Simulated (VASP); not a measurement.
Write the native input for VASP 6.6.1 that does the following.

| Quantity | Value |
| --- | --- |
| Task | single point |
| Functional | RPBE |
| Dispersion | D3(BJ) |
| Potentials or basis | VASP PAW PBE potentials, release 64 (Pb_d, Te) |
| Cutoff | 520 eV |
| k mesh | 7 × 7 × 7 |
| Occupations | fermi-dirac, width 0.05 eV |
| Spin | no spin polarisation |
| Dipole correction | no |
| Further INCAR settings | ALGO = Normal; EDIFF = 1e-07; NBANDS = 17 |

The structure of TePb lies in POSCAR:

```
TePb
1.0
    0.0000000000      3.2310000000      3.2310000000
    3.2310000000      0.0000000000      3.2310000000
    3.2310000000      3.2310000000      0.0000000000
Pb Te
1 1
Direct
    0.0000000000      0.0000000000      0.0000000000
    0.5000000000      0.5000000000      0.5000000000
```

The input as run:

INCAR

```
SYSTEM = TePb
PREC = Accurate ; ENCUT = 520
EDIFF = 1E-7 ; ISMEAR = -1
SIGMA = 0.05 ; LREAL = .False.
LASPH = .True. ; NELM = 60
ALGO = Normal ; ISIF = 2
LWAVE = .False. ; LCHARG = .True.
GGA = RP ; IVDW = 12
LELF = .True. ; LVHAR = .True.
NBANDS = 17
```

KPOINTS

```
regular mesh
0
Gamma
  7 7 7
  0 0 0
```

Potentials or basis: VASP PAW PBE potentials, release 64 (Pb_d, Te).

Run with:

```sh
$ cat potpaw_PBE.64/Pb_d/POTCAR potpaw_PBE.64/Te/POTCAR > POTCAR
$ mpirun -np 1 vasp_std > vasp.out
```

Results of the run:

| Quantity | Value |
| --- | --- |
| Pressure | -10.5 GPa |
| Dispersion energy per atom | -1.909 eV |

Caveat: the PAW data sets were made with another functional, which shifts forces and pressure a little.

Run time: 47 s on 1 thread of Intel Xeon 6975P-C (shared host), peak memory 0.22 GiB.
